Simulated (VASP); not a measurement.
# Cd (P6_3/mmc) in VASP: notebook

The runs below take Cd through single point, with PBEsol, revPBE, PBE+U, PBE.

Program: VASP 6.6.1. These are calculated values, not measurements. Logs are shortened: lines on timing, memory, paths and dates and some standing lists are left out, and cuts for length are marked.

### 1 The cell of the first run

The structure is hexagonal, space group P6_3/mmc (No. 194). Conventional cell: a = 2.979 Å, b = 2.979 Å, c = 5.618 Å, α = 90.00°, β = 90.00°, γ = 120.00°. Cd (site symmetry -6m2) has 12 Cd at 2.98 to 3.29 Å within 3.9 Å.

### 2 Single point, PBEsol

Input file INCAR:

```
SYSTEM = Cd
PREC = Accurate
ENCUT = 500
EDIFF = 1E-6
ISMEAR = 0
SIGMA = 0.13605693122994
LREAL = .FALSE.
LASPH = .TRUE.
NELM = 120
ALGO = Normal
ISIF = 2
LWAVE = .FALSE.
LCHARG = .FALSE.
GGA = PS
NBANDS = 19
ISYM = 0
GGA_COMPAT = .FALSE.
```

Input file KPOINTS:

```
Automatic mesh
0
Gamma
  3 3 2
  0.5 0.5 0.5
```

Input file POSCAR:

```
Cd
1.0
    2.9788725081      0.0000000000      0.0000000000
   -1.4894362540      2.5797792666      0.0000000000
    0.0000000000      0.0000000000      5.6176500000
Cd
2
Direct
    0.3333333333      0.6666666667      0.2500000000
    0.6666666667      0.3333333333      0.7500000000
```

Potentials or basis: VASP PAW PBE potentials, release 64 (Cd).

The run is started by

```sh
$ cat potpaw_PBE.64/Cd/POTCAR > POTCAR
$ mpirun -np 1 vasp_std > vasp.out
```

OUTCAR:

```text
SYSTEM = Cd
   PREC = Accurate
   ENCUT = 500
   EDIFF = 1E-6
   ISMEAR = 0
   LREAL = .FALSE.
   LASPH = .TRUE.
   NELM = 120
   ISIF = 2
   GGA = PS
   ISYM = 0

 ion  position               nearest neighbor table
   1  0.333  0.667  0.250-   2 3.29   2 3.29   2 3.29   2 3.29   2 3.29   2 3.29
   2  0.667  0.333  0.750-   1 3.29   1 3.29   1 3.29   1 3.29   1 3.29   1 3.29

IMPORTANT INFORMATION: All symmetrisations will be switched off!
NOSYMM: (Re-)initialisation of all symmetry stuff for point group C_1.

----------------------------------------------------------------------------------------

                                     Primitive cell

  volume of cell :      43.1707

  direct lattice vectors                    reciprocal lattice vectors
     2.978872508  0.000000000  0.000000000     0.335697482  0.193815032  0.000000000
    -1.489436254  2.579779267  0.000000000     0.000000000  0.387630063  0.000000000
     0.000000000  0.000000000  5.617650000     0.000000000  0.000000000  0.178010378

  length of vectors
     2.978872508  2.978872508  5.617650000     0.387630063  0.387630063  0.178010378

  position of ions in fractional coordinates (direct lattice)
     0.333333333  0.666666667  0.250000000
     0.666666667  0.333333333  0.750000000

  ion indices of the primitive-cell ions
   primitive index   ion index
                 1           1
                 2           2

----------------------------------------------------------------------------------------

 KPOINTS: Automatic mesh

Automatic generation of k-mesh.
 Grid dimensions read from file:
 generate k-points for:    3    3    2

 Generating k-lattice:

  Cartesian coordinates                     Fractional coordinates (reciprocal lattice)
     0.111899161  0.064605011  0.000000000     0.333333333  0.000000000  0.000000000
     0.000000000  0.129210021  0.000000000     0.000000000  0.333333333  0.000000000
     0.000000000  0.000000000  0.089005189     0.000000000  0.000000000  0.500000000

  Length of vectors
     0.129210021  0.129210021  0.089005189

  Shift w.r.t. Gamma in fractional coordinates (k-lattice)
     0.500000000  0.500000000  0.500000000

 Subroutine IBZKPT returns following result:
 ===========================================

 Found     27 irreducible k-points:

 Following reciprocal coordinates:
            Coordinates               Weight
  0.166667  0.166667  0.250000      2.000000
 -0.166667  0.333333  0.250000      2.000000
 -0.333333  0.166667  0.250000      2.000000
 -0.166667 -0.166667  0.250000      2.000000
  0.166667 -0.333333  0.250000      2.000000
  0.333333 -0.166667  0.250000      2.000000
[... 16 lines left out ...]
  0.166667  0.000000  0.250000      2.000000
  0.000000  0.166667  0.250000      2.000000
 [... further k-points ...]
   k-points           NKPTS =     27   k-points in BZ     NKDIM =     27   number of bands    NBANDS=     19
   number of dos      NEDOS =    301   number of ions     NIONS =      2
   total plane-waves  NPLWV =  24192
   dimension x,y,z NGX =    24 NGY =   24 NGZ =   42
   dimension x,y,z NGXF=    48 NGYF=   48 NGZF=   84
   ions per type =               2
   NGX,Y,Z   is equivalent  to a cutoff of  13.39, 13.39, 12.43 a.u.
   NGXF,Y,Z  is equivalent  to a cutoff of  26.79, 26.79, 24.86 a.u.
 SYSTEM =  Cd
   PREC   = accura    normal or accurate (medium, high low for compatibility)
   ISTART =      0    job   : 0-new  1-cont  2-samecut
   ICHARG =      2    charge: 1-file 2-atom 10-const
   ISPIN  =      1    spin polarized calculation?
   LNONCOLLINEAR =      F non collinear calculations
   LSORBIT =      F    spin-orbit coupling
   LASPH  =      T    aspherical Exc in radial PAW
   ENCUT  =  500.0 eV  36.75 Ry    6.06 a.u.   5.43  5.43 10.24*2*pi/ulx,y,z
   NELM   =    120;   NELMIN=  2; NELMDL= -5     # of ELM steps
   EDIFF  = 0.1E-05   stopping-criterion for ELM
   LREAL  =      F    real-space projection
   EDIFFG = 0.1E-04   stopping-criterion for IOM
   NSW    =      0    number of steps for IOM
   IBRION =     -1    ionic relax: 0-MD 1-quasi-New 2-CG
   NFREE  =      0    steps in history (QN), initial steepest desc. (CG)
   ISIF   =      2    stress and relaxation
   ISYM   =      0    0-nonsym 1-usesym 2-fastsym
   POTIM  = 0.5000    time-step for ionic-motion
   TEBEG  =    0.0;   TEEND  =   0.0 temperature during run
   PSTRESS=    0.0 pullay stress
   NELECT =      24.0000    total number of electrons
   NUPDOWN=      -1.0000    fix difference up-down
   EMIN   =  10.00;   EMAX   =-10.00  energy-range for DOS
   EFERMI =   0.00;   METHOD = LEGACY
   ISMEAR =     0;   SIGMA  =   0.14  broadening in eV -4-tet -1-fermi 0-gaus
   EFERMI_NEDOS =   21; number of points for ismear=-14 and -15
   IALGO  =     38    algorithm
   IMIX   =      4    mixing-type and parameters
     AMIX     =   0.40;   BMIX     =  1.00
     AMIX_MAG =   1.60;   BMIX_MAG =  1.00
  volume/ion in A,a.u.               =      21.59       145.67
  Fermi-wavevector in a.u.,A,eV,Ry     =   1.346115  2.543789 24.654109  1.812026
  Thomas-Fermi vector in A             =   2.473973
   LORBIT       =      0    0 simple, 1 ext, 2 COOP (PROOUT), +10 PAW based schemes
   GGA     = PS    functional components
   LHFCALC =     F    Hartree Fock is set to
   AEXX    =    0.0000 exact exchange contribution
   IVDW    =     0    specifies the selected vdW correction
   LEPSILON=     F    determine dielectric tensor
   LRPA    =     F    only Hartree local field effects (RPA)
 non-spin polarized calculation
 Gauss-broadening in eV      SIGMA  =   0.14
  energy-cutoff  :      500.00
  volume of cell :       43.17
 maximum number of plane-waves:      1102
 NGX is ok and might be reduce to    24
   NGX = 11   NGY = 11   NGZ = 21

 number of electron      23.9999993 magnetization

 Free energy of the ion-electron system (eV)
  ---------------------------------------------------
  ext. energy  EPLUGINS =         0.00000000
  ---------------------------------------------------
  free energy    TOTEN  =        -2.36541160 eV

  energy without entropy =       -2.36541160  energy(sigma->0) =       -2.36541160

 E-fermi :   2.8071     XC(G=0): -11.2103

 val. band max:        2.1258970552   @ k =   0.1667   0.5000  -0.2500
 cond. band min:       3.5496007393   @ k =  -0.1667   0.1667   0.2500
 fundamental gap:      1.4237036841
 Fermi energy:         2.8071269850

 k-point     1 :       0.1667    0.1667    0.2500
  band No.  band energies     occupation
      1      -6.6626      2.00000
      2      -6.6259      2.00000
      3      -6.4921      2.00000
      4      -6.4342      2.00000
      5      -6.3529      2.00000
      6      -6.2080      2.00000
[... 11 lines left out ...]
     18      12.3692      0.00000
     19      16.8567      0.00000

 k-point     2 :      -0.1667    0.3333    0.2500
  band No.  band energies     occupation
      1      -6.6626      2.00000
      2      -6.6259      2.00000
      3      -6.4921      2.00000
      4      -6.4342      2.00000
      5      -6.3529      2.00000
      6      -6.2080      2.00000
[... 11 lines left out ...]
     18      12.3692      0.00000
     19      16.8567      0.00000

 k-point     3 :      -0.3333    0.1667    0.2500
  band No.  band energies     occupation
      1      -6.6626      2.00000
      2      -6.6259      2.00000
      3      -6.4921      2.00000
      4      -6.4342      2.00000
      5      -6.3529      2.00000
      6      -6.2080      2.00000
[... 11 lines left out ...]
     18      12.3692      0.00000
     19      16.8567      0.00000

 k-point     4 :      -0.1667   -0.1667    0.2500
  band No.  band energies     occupation
      1      -6.6626      2.00000
      2      -6.6259      2.00000
      3      -6.4921      2.00000
      4      -6.4342      2.00000
      5      -6.3529      2.00000
      6      -6.2080      2.00000
[... 11 lines left out ...]
     18      12.3692      0.00000
     19      16.8567      0.00000

 k-point     5 :       0.1667   -0.3333    0.2500
  band No.  band energies     occupation
      1      -6.6626      2.00000
      2      -6.6259      2.00000
      3      -6.4921      2.00000
      4      -6.4342      2.00000
      5      -6.3529      2.00000
      6      -6.2080      2.00000
[... 11 lines left out ...]
     18      12.3692      0.00000
     19      16.8567      0.00000

 k-point     6 :       0.3333   -0.1667    0.2500
  band No.  band energies     occupation
      1      -6.6626      2.00000
      2      -6.6259      2.00000
      3      -6.4921      2.00000
      4      -6.4342      2.00000
      5      -6.3529      2.00000
      6      -6.2080      2.00000
[... 11 lines left out ...]
     18      12.3692      0.00000
     19      16.8567      0.00000

 k-point     7 :       0.5000    0.1667    0.2500
  band No.  band energies     occupation
      1      -6.8376      2.00000
      2      -6.7743      2.00000
      3      -6.6312      2.00000
      4      -6.5052      2.00000
      5      -6.2462      2.00000
      6      -5.9759      2.00000
[... 11 lines left out ...]
     18      11.4942      0.00000
     19      15.0141      0.00000

 k-point     8 :      -0.1667   -0.3333    0.2500
  band No.  band energies     occupation
      1      -6.8376      2.00000
      2      -6.7743      2.00000
      3      -6.6312      2.00000
      4      -6.5052      2.00000
      5      -6.2462      2.00000
      6      -5.9759      2.00000
[... 256 lines left out ...]
 k-point    20 :      -0.1667   -0.0000    0.2500
  band No.  band energies     occupation
      1      -6.8211      2.00000
      2      -6.6473      2.00000
      3      -6.4769      2.00000
      4      -6.4026      2.00000
      5      -6.1535      2.00000
      6      -6.1171      2.00000
[... 11 lines left out ...]
     18      16.6321      0.00000
     19      17.9389      0.00000

 k-point    21 :       0.0000   -0.1667    0.2500
  band No.  band energies     occupation
      1      -6.8211      2.00000
      2      -6.6473      2.00000
      3      -6.4769      2.00000
      4      -6.4026      2.00000
      5      -6.1535      2.00000
      6      -6.1171      2.00000
[... 11 lines left out ...]
     18      16.6321      0.00000
     19      17.9355      0.00000

 k-point    22 :       0.1667   -0.1667    0.2500
  band No.  band energies     occupation
      1      -6.8211      2.00000
      2      -6.6473      2.00000
      3      -6.4769      2.00000
      4      -6.4026      2.00000
      5      -6.1535      2.00000
      6      -6.1171      2.00000
[... 11 lines left out ...]
     18      16.6321      0.00000
     19      17.9358      0.00000

 k-point    23 :       0.1667    0.0000    0.2500
  band No.  band energies     occupation
      1      -6.8211      2.00000
      2      -6.6473      2.00000
      3      -6.4769      2.00000
      4      -6.4026      2.00000
      5      -6.1535      2.00000
      6      -6.1171      2.00000
[... 11 lines left out ...]
     18      16.6321      0.00000
     19      17.9360      0.00000

 k-point    24 :       0.0000    0.1667    0.2500
  band No.  band energies     occupation
      1      -6.8211      2.00000
      2      -6.6473      2.00000
      3      -6.4769      2.00000
      4      -6.4026      2.00000
      5      -6.1535      2.00000
      6      -6.1171      2.00000
[... 11 lines left out ...]
     18      16.6321      0.00000
     19      17.9365      0.00000

 [... further k-points ...]

------------------------ aborting loop because EDIFF is reached ----------------------------------------

  FORCE on cell =-STRESS in cart. coord.  units (eV):
  Direction    XX          YY          ZZ          XY          YZ          ZX
  --------------------------------------------------------------------------------------
  -------------------------------------------------------------------------------------
  Total        0.2996607      0.2996650     -1.7668582     -0.0000028     -0.0000042      0.0000008
  in kB       11.1211878     11.1213470    -65.5727094     -0.0001023     -0.0001573      0.0000305
  external PRESSURE =     -14.4433916 kB  Pullay stress =       0.0000000 kB

 VOLUME and BASIS-vectors are now :
 -----------------------------------------------------------------------------
  energy-cutoff  :      500.00
  volume of cell :       43.17
      direct lattice vectors                 reciprocal lattice vectors
     2.978872508  0.000000000  0.000000000     0.335697482  0.193815032  0.000000000
    -1.489436254  2.579779267  0.000000000     0.000000000  0.387630063  0.000000000
     0.000000000  0.000000000  5.617650000     0.000000000  0.000000000  0.178010378

 POSITION                                       TOTAL-FORCE (eV/Angst)
 -----------------------------------------------------------------------------------
     -0.00000      1.71985      1.40441         0.000000     -0.000000      0.000000
      1.48944      0.85993      4.21324        -0.000000      0.000000     -0.000000
 -----------------------------------------------------------------------------------
    total drift:                               -0.000000      0.000000     -0.000000

  FREE ENERGIE OF THE ION-ELECTRON SYSTEM (eV)
  ---------------------------------------------------
  free  energy   TOTEN  =        -2.3654115977 eV

  energy  without entropy=       -2.3654115977  energy(sigma->0) =       -2.36541160
```

It took 14 s on 1 thread of Intel Xeon Platinum 8559C (Emerald Rapids), shared host; peak memory 0.16 GiB.

The run converged, but its numbers aren't listed here, since they failed a check.

Caveat: the k points lie up to 0.81 Å⁻¹ apart, too coarse for converged energies, forces and pressures; the mesh shows a gap though the element is a metal; the PAW data sets were made with another functional, which shifts forces and pressure a little.

### 3 Single point, revPBE

Input file INCAR:

```
PREC = Accurate ; ENCUT = 500
EDIFF = 1E-6 ; ISMEAR = 0
SIGMA = 0.1 ; LREAL = False
LASPH = True ; NELM = 120
ALGO = Normal ; ISIF = 2
LWAVE = False ; LCHARG = True
GGA = RE ; LELF = True
LVHAR = True ; ISYM = 0
NBANDS = 19 ; GGA_COMPAT = False
```

Input file KPOINTS:

```
Automatic mesh
0
Gamma
  1 4 5
```

POSCAR is that of step 2.

Potentials or basis: VASP PAW PBE potentials, release 64 (Cd).

The run is started by

```sh
$ cat potpaw_PBE.64/Cd/POTCAR > POTCAR
$ mpirun -np 1 vasp_std > vasp.out
```

OUTCAR:

```text
PREC = Accurate
   ENCUT = 500
   EDIFF = 1E-6
   ISMEAR = 0
   LREAL = False
   LASPH = True
   NELM = 120
   ISIF = 2
   GGA = RE
   ISYM = 0

 ion  position               nearest neighbor table
   1  0.333  0.667  0.250-   2 3.29   2 3.29   2 3.29   2 3.29   2 3.29   2 3.29
   2  0.667  0.333  0.750-   1 3.29   1 3.29   1 3.29   1 3.29   1 3.29   1 3.29

IMPORTANT INFORMATION: All symmetrisations will be switched off!
NOSYMM: (Re-)initialisation of all symmetry stuff for point group C_1.

----------------------------------------------------------------------------------------

                                     Primitive cell

  volume of cell :      43.1707

  direct lattice vectors                    reciprocal lattice vectors
     2.978872508  0.000000000  0.000000000     0.335697482  0.193815032  0.000000000
    -1.489436254  2.579779267  0.000000000     0.000000000  0.387630063  0.000000000
     0.000000000  0.000000000  5.617650000     0.000000000  0.000000000  0.178010378

  length of vectors
     2.978872508  2.978872508  5.617650000     0.387630063  0.387630063  0.178010378

  position of ions in fractional coordinates (direct lattice)
     0.333333333  0.666666667  0.250000000
     0.666666667  0.333333333  0.750000000

  ion indices of the primitive-cell ions
[... 131 lines left out ...]

 E-fermi :   1.5917     XC(G=0): -10.9238

 val. band max:        1.5909216482   @ k =   0.0000   0.5000   0.4000
 cond. band min:       2.1694613428   @ k =   0.0000   0.2500   0.0000
 fundamental gap:      0.5785396946
 Fermi energy:         1.5916593015

 k-point     1 :       0.0000    0.0000    0.0000
  band No.  band energies     occupation
      1      -6.8071      2.00000
      2      -6.5436      2.00000
      3      -6.1767      2.00000
      4      -6.1364      2.00000
      5      -6.1253      2.00000
      6      -6.0851      2.00000
[... 219 lines left out ...]
      6      -5.7390      2.00000
[... 11 lines left out ...]
     18      15.8520      0.00000
     19      16.6947      0.00000

------------------------ aborting loop because EDIFF is reached ----------------------------------------

  FORCE on cell =-STRESS in cart. coord.  units (eV):
  Direction    XX          YY          ZZ          XY          YZ          ZX
  --------------------------------------------------------------------------------------
  -------------------------------------------------------------------------------------
  Total      -12.9144988      4.2717360      0.4259989     -0.0000013     -0.0000029     -0.0000001
  in kB     -479.2906924    158.5352512     15.8099297     -0.0000469     -0.0001067     -0.0000022
  external PRESSURE =    -101.6485038 kB  Pullay stress =       0.0000000 kB

 VOLUME and BASIS-vectors are now :
 -----------------------------------------------------------------------------
  energy-cutoff  :      500.00
  volume of cell :       43.17
      direct lattice vectors                 reciprocal lattice vectors
     2.978872508  0.000000000  0.000000000     0.335697482  0.193815032  0.000000000
    -1.489436254  2.579779267  0.000000000     0.000000000  0.387630063  0.000000000
     0.000000000  0.000000000  5.617650000     0.000000000  0.000000000  0.178010378

 POSITION                                       TOTAL-FORCE (eV/Angst)
 -----------------------------------------------------------------------------------
     -0.00000      1.71985      1.40441        -0.000000      0.176821     -0.000000
      1.48944      0.85993      4.21324         0.000000     -0.176821      0.000000
 -----------------------------------------------------------------------------------
    total drift:                                0.000001     -0.000010     -0.000000

  FREE ENERGIE OF THE ION-ELECTRON SYSTEM (eV)
  ---------------------------------------------------
  free  energy   TOTEN  =        -6.2529711872 eV

  energy  without entropy=       -6.2471438552  energy(sigma->0) =       -6.25005752
```

stdout:

```text
POSCAR found type information on POSCAR Cd
 POSCAR found :  1 types and       2 ions
 scaLAPACK will be used
 -----------------------------------------------------------------------------
|                                                                             |
|                                                                             |
[... 21 lines left out ...]
|     Results are often still useful ...                                      |
|                                                                             |
 -----------------------------------------------------------------------------

 POSCAR, INCAR and KPOINTS ok, starting setup
 FFT: planning ... GRIDC
 FFT: planning ... GRID_SOFT
 FFT: planning ... GRID
 WAVECAR not read
 entering main loop
```

Run time: 9.2 s. Hardware: 1 thread of Intel Xeon Platinum 8559C (Emerald Rapids), shared host; peak memory 0.15 GiB.

Results:

```
Free energy            : -6.2530 eV
Pressure               : -10.2 GPa
Largest force          : 0.177 eV/Å
Band gap on the k mesh : zero (bands 12 and 13 overlap by 1.50 eV)
```

Forces on the atoms (eV/Å):
```
Cd   0.000  0.177  0.000
Cd   0.000 -0.177  0.000
```

Caveat: the k points lie up to 2.11 Å⁻¹ apart, too coarse for converged energies and pressures of a metal; the PAW data sets were made with another functional, which shifts forces and pressure a little.

(Part 1 of 3 ends here.)

The gap in the log of VASP goes by the Fermi energy; the results here count the filled bands.